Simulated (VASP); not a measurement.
# Si in VASP: further runs

Si is run at these levels: r2SCAN; tasks: single point.

All numbers are computed with VASP 6.6.1; they aren't measurements. Logs are shortened: lines on timing, memory, paths and dates and some standing lists are left out, and cuts for length are marked.

### Step 1. The cell of the first run

The cell holds a slab with vacuum, 10 atoms: a = 3.832 Å, b = 3.832 Å, c = 28.484 Å, α = 90.00°, β = 90.00°, γ = 120.00°.

### Step 2. Single point, r2SCAN

POSCAR reads:

```
Si
1.0
    3.8319083582      0.0000000000      0.0000000000
   -1.9159541791      3.3185299832      0.0000000000
    0.0000000000      0.0000000000     28.4838618391
Si
10
Direct
    0.3333333333      0.6666666667      0.2633069927
    0.6666666667      0.3333333333      0.2914008651
    0.6666666667      0.3333333333      0.3746300282
    0.3333333333      0.6666666667      0.4027239007
    0.3333333333      0.6666666667      0.4859530638
    0.6666666667      0.3333333333      0.5140469362
    0.6666666667      0.3333333333      0.5972760993
    0.3333333333      0.6666666667      0.6253699718
    0.3333333333      0.6666666667      0.7085991349
    0.6666666667      0.3333333333      0.7366930073
```

INCAR.step1 reads:

```
  PREC = Accurate
  ENCUT = 500
  ISMEAR = 0
  SIGMA = 0.05
  LREAL = F
  LASPH = T
  NELM = 300
  LDIPOL = T
  IDIPOL = 3
  DIPOL = 0.5 0.5 0.500
  NBANDS = 31
  GGA = PE
  ALGO = Normal
  EDIFF = 1E-5
  LWAVE = T
  LCHARG = F
  GGA_COMPAT = F
  NELMDL = -8
  AMIX = 0.1
  BMIX = 1E-4
  AMIX_MAG = 0.4
  BMIX_MAG = 1E-4
```

INCAR.step2 reads:

```
  PREC = Accurate
  ENCUT = 500
  EDIFF = 1E-6
  ISMEAR = 0
  SIGMA = 0.05
  LREAL = F
  LASPH = T
  NELM = 300
  ALGO = Normal
  ISIF = 2
  LWAVE = F
  LCHARG = F
  LDIPOL = T
  IDIPOL = 3
  DIPOL = 0.5 0.5 0.500
  METAGGA = R2SCAN
  LMIXTAU = T
  NBANDS = 31
  ISTART = 1
  GGA_COMPAT = F
  AMIX = 0.1
  BMIX = 1E-4
  AMIX_MAG = 0.4
  BMIX_MAG = 1E-4
```

KPOINTS reads:

```
regular mesh
0
Gamma
  1 1 1
```

Potentials or basis: VASP PAW PBE potentials, release 64 (Si).

On the command line:

```sh
> cat potpaw_PBE.64/Si/POTCAR > POTCAR
> cp INCAR.step1 INCAR
> mpirun -np 4 vasp_gam > vasp.out
> cp INCAR.step2 INCAR
> mpirun -np 4 vasp_gam > vasp.out
```

OUTCAR:

```text
PREC = Accurate
   ENCUT = 500
   EDIFF = 1E-6
   ISMEAR = 0
   LREAL = F
   LASPH = T
   NELM = 300
   ISIF = 2
   METAGGA = R2SCAN
   ISTART = 1
   AMIX = 0.1
   AMIX_MAG = 0.4

 ion  position               nearest neighbor table
   1  0.333  0.667  0.263-   2 2.35   2 2.35   2 2.35
   2  0.667  0.333  0.291-   1 2.35   1 2.35   1 2.35   3 2.37
   3  0.667  0.333  0.375-   4 2.35   4 2.35   4 2.35   2 2.37
   4  0.333  0.667  0.403-   3 2.35   3 2.35   3 2.35   5 2.37
   5  0.333  0.667  0.486-   6 2.35   6 2.35   6 2.35   4 2.37
   6  0.667  0.333  0.514-   5 2.35   5 2.35   5 2.35   7 2.37
   7  0.667  0.333  0.597-   8 2.35   8 2.35   8 2.35   6 2.37
   8  0.333  0.667  0.625-   7 2.35   7 2.35   7 2.35   9 2.37
   9  0.333  0.667  0.709-  10 2.35  10 2.35  10 2.35   8 2.37
  10  0.667  0.333  0.737-   9 2.35   9 2.35   9 2.35

  LATTYP: Found a hexagonal cell.
 ALAT       =     3.8319083582
 C/A-ratio  =     7.4333358673

  Lattice vectors:

 A1 = (   3.8319083582,   0.0000000000,   0.0000000000)
 A2 = (  -1.9159541791,   3.3185299832,   0.0000000000)
 A3 = (   0.0000000000,   0.0000000000,  28.4838618391)

Analysis of symmetry for initial positions (statically):
=====================================================================
 Subroutine PRICEL returns:
 Original cell was already a primitive cell.

 Routine SETGRP: Setting up the symmetry group for a
 hexagonal supercell.

 Subroutine GETGRP returns: Found 12 space group operations
 (whereof 12 operations were pure point group operations)
 out of a pool of 24 trial point group operations.

The static configuration has the point symmetry D_3d.

Analysis of symmetry for dynamics (positions and initial velocities):
=====================================================================
 Subroutine PRICEL returns:
 Original cell was already a primitive cell.

 Routine SETGRP: Setting up the symmetry group for a
 hexagonal supercell.

 Subroutine GETGRP returns: Found 12 space group operations
 (whereof 12 operations were pure point group operations)
 out of a pool of 24 trial point group operations.

The dynamic configuration has the point symmetry D_3d.

 Subroutine INISYM returns: Found 12 space group operations
 (whereof 12 operations are pure point group operations),
 and found     1 'primitive' translations

----------------------------------------------------------------------------------------

                                     Primitive cell

  volume of cell :     362.2094

  direct lattice vectors                    reciprocal lattice vectors
     3.831908358  0.000000000  0.000000000     0.260966575  0.150669122  0.000000000
    -1.915954179  3.318529983  0.000000000     0.000000000  0.301338245  0.000000000
     0.000000000  0.000000000 28.483861839     0.000000000  0.000000000  0.035107599

  length of vectors
     3.831908358  3.831908358 28.483861839     0.301338245  0.301338245  0.035107599

  position of ions in fractional coordinates (direct lattice)
     0.333333333  0.666666667  0.263306993
     0.666666667  0.333333333  0.291400865
     0.666666667  0.333333333  0.374630028
     0.333333333  0.666666667  0.402723901
     0.333333333  0.666666667  0.485953064
     0.666666667  0.333333333  0.514046936
     0.666666667  0.333333333  0.597276099
     0.333333333  0.666666667  0.625369972
     0.333333333  0.666666667  0.708599135
     0.666666667  0.333333333  0.736693007

  ion indices of the primitive-cell ions
   primitive index   ion index
                 1           1
                 2           2
                 3           3
                 4           4
                 5           5
                 6           6
                 7           7
                 8           8
                 9           9
                10          10

----------------------------------------------------------------------------------------

 KPOINTS: regular mesh

Automatic generation of k-mesh.
 Grid dimensions read from file:
 generate k-points for:    1    1    1

 Generating k-lattice:

  Cartesian coordinates                     Fractional coordinates (reciprocal lattice)
     0.260966575  0.150669122  0.000000000     1.000000000  0.000000000  0.000000000
     0.000000000  0.301338245  0.000000000     0.000000000  1.000000000  0.000000000
     0.000000000  0.000000000  0.035107599     0.000000000  0.000000000  1.000000000

  Length of vectors
     0.301338245  0.301338245  0.035107599

  Shift w.r.t. Gamma in fractional coordinates (k-lattice)
     0.000000000  0.000000000  0.000000000

 Subroutine IBZKPT returns following result:
 ===========================================

 Found      1 irreducible k-points:

 Following reciprocal coordinates:
            Coordinates               Weight
  0.000000  0.000000  0.000000      1.000000
   k-points           NKPTS =      1   k-points in BZ     NKDIM =      1   number of bands    NBANDS=     32
   number of dos      NEDOS =    301   number of ions     NIONS =     10
   total plane-waves  NPLWV = 164640
   dimension x,y,z NGX =    28 NGY =   28 NGZ =  210
   dimension x,y,z NGXF=    56 NGYF=   56 NGZF=  420
   ions per type =              10
   NGX,Y,Z   is equivalent  to a cutoff of  12.15, 12.15, 12.26 a.u.
   NGXF,Y,Z  is equivalent  to a cutoff of  24.30, 24.30, 24.51 a.u.
 SYSTEM =  unknown system
   PREC   = accura    normal or accurate (medium, high low for compatibility)
   ISTART =      1    job   : 0-new  1-cont  2-samecut
   ICHARG =      0    charge: 1-file 2-atom 10-const
   ISPIN  =      1    spin polarized calculation?
   LNONCOLLINEAR =      F non collinear calculations
   LSORBIT =      F    spin-orbit coupling
   LASPH  =      T    aspherical Exc in radial PAW
   ENCUT  =  500.0 eV  36.75 Ry    6.06 a.u.   6.99  6.99 51.93*2*pi/ulx,y,z
   NELM   =    300;   NELMIN=  2; NELMDL=  0     # of ELM steps
   EDIFF  = 0.1E-05   stopping-criterion for ELM
   LREAL  =      F    real-space projection
   EDIFFG = 0.1E-04   stopping-criterion for IOM
   NSW    =      0    number of steps for IOM
   IBRION =     -1    ionic relax: 0-MD 1-quasi-New 2-CG
   NFREE  =      0    steps in history (QN), initial steepest desc. (CG)
   ISIF   =      2    stress and relaxation
   ISYM   =      2    0-nonsym 1-usesym 2-fastsym
   POTIM  = 0.5000    time-step for ionic-motion
   TEBEG  =    0.0;   TEEND  =   0.0 temperature during run
   PSTRESS=    0.0 pullay stress
   NELECT =      40.0000    total number of electrons
   NUPDOWN=      -1.0000    fix difference up-down
   EMIN   =  10.00;   EMAX   =-10.00  energy-range for DOS
   EFERMI =   0.00;   METHOD = LEGACY
   ISMEAR =     0;   SIGMA  =   0.05  broadening in eV -4-tet -1-fermi 0-gaus
   EFERMI_NEDOS =   21; number of points for ismear=-14 and -15
   IALGO  =     38    algorithm
   IMIX   =      4    mixing-type and parameters
     AMIX     =   0.10;   BMIX     =  0.00
     AMIX_MAG =   0.40;   BMIX_MAG =  0.00
  volume/ion in A,a.u.               =      36.22       244.43
  Fermi-wavevector in a.u.,A,eV,Ry     =   0.785431  1.484250  8.393468  0.616902
  Thomas-Fermi vector in A             =   1.889766
   LORBIT       =      0    0 simple, 1 ext, 2 COOP (PROOUT), +10 PAW based schemes
   METAGGA = R2SCAN    functional components
   LHFCALC =     F    Hartree Fock is set to
   AEXX    =    0.0000 exact exchange contribution
   IVDW    =     0    specifies the selected vdW correction
   LEPSILON=     F    determine dielectric tensor
   LRPA    =     F    only Hartree local field effects (RPA)
 non-spin polarized calculation
 Gauss-broadening in eV      SIGMA  =   0.05
  energy-cutoff  :      500.00
  volume of cell :      362.21
 maximum number of plane-waves:      4537
 NGX is ok and might be reduce to    28
   NGX = 13   NGY = 13   NGZ =103

 dipolmoment           0.000000      0.000000      0.000000 electrons x Angstroem

 number of electron      39.9999998 magnetization

 dipolmoment           0.000000      0.000000     -0.000000 electrons x Angstroem

 Free energy of the ion-electron system (eV)
  ---------------------------------------------------
  ext. energy  EPLUGINS =         0.00000000
  ---------------------------------------------------
  free energy    TOTEN  =       -43.31385640 eV

  energy without entropy =      -43.31385640  energy(sigma->0) =      -43.31385640

 E-fermi :   1.1187     XC(G=0):  -5.6592

 val. band max:        0.8387478247   @ k =   0.0000   0.0000   0.0000
 cond. band min:       1.3704857142   @ k =   0.0000   0.0000   0.0000
 fundamental gap:      0.5317378894
 Fermi energy:         1.1186513521

 k-point     1 :       0.0000    0.0000    0.0000
  band No.  band energies     occupation
      1     -12.0392      2.00000
      2     -11.4460      2.00000
      3     -10.7517      2.00000
      4      -9.8446      2.00000
      5      -9.4765      2.00000
      6      -6.4844      2.00000
      7      -5.0139      2.00000
      8      -3.3738      2.00000
      9      -1.6051      2.00000
     10      -1.0526      2.00000
     11      -1.0526      2.00000
     12      -0.5569      2.00000
     13      -0.5569      2.00000
     14      -0.0478      2.00000
     15      -0.0478      2.00000
     16       0.7186      2.00000
     17       0.7186      2.00000
     18       0.7489      2.00000
     19       0.8387      2.00000
     20       0.8387      2.00000
     21       1.3705      0.00000
     22       2.1971      0.00000
     23       2.7718      0.00000
     24       2.8589      0.00000
     25       2.8589      0.00000
     26       3.2863      0.00000
     27       3.5439      0.00000
     28       3.5439      0.00000
     29       4.2227      0.00000
     30       4.2227      0.00000
     31       4.7024      0.00000
     32       4.8538      0.00000

------------------------ aborting loop because EDIFF is reached ----------------------------------------

 vacuum level on the upper side and lower side of the slab       (xc-potential included)        -0.020        -0.020

  FORCE on cell =-STRESS in cart. coord.  units (eV):
  Direction    XX          YY          ZZ          XY          YZ          ZX
  --------------------------------------------------------------------------------------
  -------------------------------------------------------------------------------------
  Total       29.3385764     29.3385764     17.0960994      0.0000000      0.0000000      0.0000000
  in kB      129.7746565    129.7746565     75.6219525      0.0000000      0.0000000      0.0000000
  external PRESSURE =     111.7237552 kB  Pullay stress =       0.0000000 kB

 VOLUME and BASIS-vectors are now :
 -----------------------------------------------------------------------------
  energy-cutoff  :      500.00
  volume of cell :      362.21
      direct lattice vectors                 reciprocal lattice vectors
     3.831908358  0.000000000  0.000000000     0.260966575  0.150669122  0.000000000
    -1.915954179  3.318529983  0.000000000     0.000000000  0.301338245  0.000000000
     0.000000000  0.000000000 28.483861839     0.000000000  0.000000000  0.035107599

 POSITION                                       TOTAL-FORCE (eV/Angst)
 -----------------------------------------------------------------------------------
     -0.00000      2.21235      7.50000         0.000000      0.000000      0.938522
      1.91595      1.10618      8.30022         0.000000      0.000000     -2.916966
      1.91595      1.10618     10.67091         0.000000      0.000000      1.764461
     -0.00000      2.21235     11.47113        -0.000000     -0.000000     -1.604209
     -0.00000      2.21235     13.84182         0.000000      0.000000      1.490807
      1.91595      1.10618     14.64204        -0.000000     -0.000000     -1.490807
      1.91595      1.10618     17.01273         0.000000      0.000000      1.604209
     -0.00000      2.21235     17.81295        -0.000000      0.000000     -1.764461
     -0.00000      2.21235     20.18364        -0.000000     -0.000000      2.916966
      1.91595      1.10618     20.98386        -0.000000     -0.000000     -0.938522
 -----------------------------------------------------------------------------------
    total drift:                                0.000000     -0.000000      0.000000

  FREE ENERGIE OF THE ION-ELECTRON SYSTEM (eV)
  ---------------------------------------------------
  free  energy   TOTEN  =       -43.3138564034 eV

  energy  without entropy=      -43.3138564034  energy(sigma->0) =      -43.31385640

 vacuum level on the upper side and lower side of the slab         6.964         6.964
```

It took 25 s on 4 MPI ranks of Intel Xeon 6975P-C (Granite Rapids), shared host; peak memory 0.22 GiB.

What came out:

| Property | Result |
| --- | --- |
| Free energy | -43.3139 eV |
| Largest force | 2.917 eV/Å |

Forces on the atoms (eV/Å):
```
Si   0.000  0.000  0.939
Si   0.000  0.000 -2.917
Si   0.000  0.000  1.764
Si   0.000  0.000 -1.604
Si   0.000  0.000  1.491
Si   0.000  0.000 -1.491
Si   0.000  0.000  1.604
Si   0.000  0.000 -1.764
Si   0.000  0.000  2.917
Si   0.000  0.000 -0.939
```

Caveat: the k points lie up to 1.89 Å⁻¹ apart, too coarse for converged energies, forces and pressures; the PAW data sets were made with another functional, which shifts forces and pressure a little.

### Step 3. Single point, r2SCAN

This run uses another cell than the first one: it holds 6 atoms, not 10.

POSCAR reads:

```
Si
1.0
    3.8319083607      0.0000000000      0.0000000000
   -1.9159541804      3.3185299854      0.0000000000
    0.0000000000      0.0000000000     22.1420418938
Si
6
Direct
    0.6666666667      0.3333333333      0.3387221484
    0.3333333333      0.6666666667      0.3748625361
    0.3333333333      0.6666666667      0.4819298062
    0.6666666667      0.3333333333      0.5180701938
    0.6666666667      0.3333333333      0.6251374639
    0.3333333333      0.6666666667      0.6612778516
```

INCAR.step1 reads:

```
PREC = Accurate
ENCUT = 440
ISMEAR = 0
SIGMA = 0.05
LREAL = False
LASPH = True
NELM = 120
LDIPOL = True
IDIPOL = 3
DIPOL = 0.5 0.5 0.500
NBANDS = 21
GGA = PE
ALGO = Normal
EDIFF = 1E-5
LWAVE = True
LCHARG = False
GGA_COMPAT = False
NELMDL = -8
```

INCAR.step2 reads:

```
PREC = Accurate
ENCUT = 440
EDIFF = 1E-6
ISMEAR = 0
SIGMA = 0.05
LREAL = False
LASPH = True
NELM = 120
ALGO = Normal
ISIF = 2
LWAVE = False
LCHARG = False
LDIPOL = True
IDIPOL = 3
DIPOL = 0.5 0.5 0.500
METAGGA = R2SCAN
LMIXTAU = True
NBANDS = 21
ISTART = 1
GGA_COMPAT = False
```

KPOINTS reads:

```
Automatic mesh
0
Gamma
  9 9 1
```

Potentials or basis: VASP PAW PBE potentials, release 64 (Si).

On the command line:

```sh
> cat potpaw_PBE.64/Si/POTCAR > POTCAR
> cp INCAR.step1 INCAR
> mpirun -np 1 vasp_std > vasp.out
> cp INCAR.step2 INCAR
> mpirun -np 1 vasp_std > vasp.out
```

It took 3 min on 1 thread of Intel Xeon 6975P-C (Granite Rapids), shared host; peak memory 0.37 GiB.

The run converged. Its results:

| Property | Result |
| --- | --- |
| Free energy | -49.8163 eV |
| Largest force | 0.710 eV/Å |
| Band gap on the k mesh | zero (bands 12 and 13 overlap by 0.17 eV) |

Forces on the atoms (eV/Å):
```
Si   0.000  0.000  0.676
Si   0.000  0.000 -0.710
Si   0.000  0.000  0.282
Si   0.000  0.000 -0.282
Si   0.000  0.000  0.710
Si   0.000  0.000 -0.676
```

Levels at points of the mesh, in eV from the Fermi level:
```
           k point  band 10  band 11  band 12  band 13  band 14  band 15
(0.00, 0.00, 0.00)    -0.50     0.05     0.05     0.79     1.94     2.82
```

Caveat: the PAW data sets were made with another functional, which shifts forces and pressure a little.

The gap in the log of VASP goes by the Fermi energy; the results here count the filled bands.